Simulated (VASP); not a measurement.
Runs of VASP 6.6.1 on PtSe2. The structure is that of space group P-3m1 (No. 164), or close to it. The cells are those of the table. 

| cell | gap on the mesh (eV) | pressure (GPa) | largest force (eV/Å) |
| --- | --- | --- | --- |
| a = 3.961, b = 3.961, c = 5.857 Å, angles 90.0, 90.0, 120.0°, 3 atoms | 0.36 | -3.9 | 0.23 |
| a = 3.803, b = 3.803, c = 6.352 Å, angles 90.0, 90.0, 120.0°, 3 atoms | 0.69 | -0.9 | 0.08 |
| a = 3.634, b = 3.634, c = 6.955 Å, angles 90.0, 90.0, 120.0°, 3 atoms | (a) | 1.8 | 0.22 |
| a = 4.041, b = 4.041, c = 5.625 Å, angles 90.0, 90.0, 120.0°, 3 atoms | 0.20 | (c) | 0.24 |
| a = 3.857, b = 3.857, c = 6.174 Å, angles 90.0, 90.0, 120.0°, 3 atoms | 0.54 | -1.9 | 0.14 |
| a = 3.530, b = 3.530, c = 7.370 Å, angles 90.0, 90.0, 120.0°, 3 atoms | 0.64 | 3.2 | (b) |
| a = 3.691, b = 3.691, c = 6.743 Å, angles 90.0, 90.0, 120.0°, 3 atoms | 1.04 | 1.0 | 0.11 |
| a = 3.437, b = 3.437, c = 7.774 Å, angles 90.0, 90.0, 120.0°, 3 atoms | 0.19 | 4.1 | 0.66 |

Alike in all rows: task single point; level PBE; potentials or basis VASP PAW PBE potentials, release 64 (Pt, Se); no spin polarisation; k mesh 12 × 12 × 6; cutoff (eV) 520; smearing gaussian 0.05 eV.

**Question.** Estimate the missing entries.

**Answer.** (a) 0.95; (b) 0.45; (c) -5.4.

Caveats: spin-orbit coupling is left out, which moves the levels of the heavy elements; this functional lacks dispersion, which binds the layers, so the pressure and a relaxed spacing across them are unreliable.

A k mesh can miss the band edges, and the runs leave out spin-orbit coupling on Pt, Se.
